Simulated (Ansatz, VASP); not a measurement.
C in VASP and in Ansatz

INCAR

```
PREC = Accurate ; ENCUT = 600
EDIFF = 1E-6 ; ISMEAR = 0
SIGMA = 0.1 ; LREAL = False
LASPH = True ; NELM = 60
ALGO = Normal ; ISIF = 3
LWAVE = False ; LCHARG = False
GGA = PE ; IBRION = 2
NSW = 80 ; EDIFFG = -0.01
```

Contents of KPOINTS:

```
regular mesh
0
Gamma
  1 1 1
```

File POSCAR:

```
C
1.0
    1.2280479700     -2.1270618200      0.0000000000
    1.2280479700      2.1270618200      0.0000000000
    0.0000000000      0.0000000000      7.1732677600
C
4
Direct
    0.0833794600      0.9166205400      0.7531376000
    0.5833794600      0.4166205400      0.2468624000
    0.9166205400      0.0833794600      0.2468624000
    0.4166205400      0.5833794600      0.7531376000
```

Input for Ansatz:

```yaml
crystal:
  lattice:
    - [1.22804797, -2.12706182, 0.0]
    - [1.22804797, 2.12706182, 0.0]
    - [0.0, 0.0, 7.17326776]
  atoms:
    - { symbol: C, position: [0.08337946, 0.91662054, 0.7531376] }
    - { symbol: C, position: [0.58337946, 0.41662054, 0.2468624] }
    - { symbol: C, position: [0.91662054, 0.08337946, 0.2468624] }
    - { symbol: C, position: [0.41662054, 0.58337946, 0.7531376] }
basis:
  ecutwfc: 420
kpoints:
  mp_grid: { grid: [1, 1, 1] }
hamiltonian:
  xc: pbe
scf:
  occupations: { method: gaussian, width: 0.1 }
output:
  forces: true
  stress: true
  eigenvalues: true
relax:
  adjacent_minimum: "off"
  f_tol: 0.01
  max_steps: 60
  cell: { stress_tol: 0.05 }
```

Alike in both runs: task relaxation of cell and atoms; functional PBE; k mesh 1 × 1 × 1; occupations gaussian, width 0.1 eV; no spin polarisation.

|  | VASP | Ansatz |
| --- | --- | --- |
| version | VASP 6.6.1 | Ansatz 0.2.0 |
| potentials or method | VASP PAW PBE potentials, release 64 (C), cutoff 600 eV | scalar-relativistic, plane waves, PAW |
| valence electrons in the cell | 16 | 16 |

```tsv
	VASP	Ansatz	Ansatz less VASP
gap on the k mesh at the Fermi level, each at its own relaxed structure (eV)	5.59	5.46	-0.134
relaxed volume (Å³/atom)	12.34	14.30	+1.954
relaxed cell length with the largest relative difference (Å)	8.908	10.325	+1.4168
```

One of these differences is far larger than is usual between the two programs; its cause wasn't traced.

The k mesh is coarse, so the values compare programs but aren't converged. Noted on VASP's run: the volume moved by over 15 % at a fixed basis, so the end points are rough.
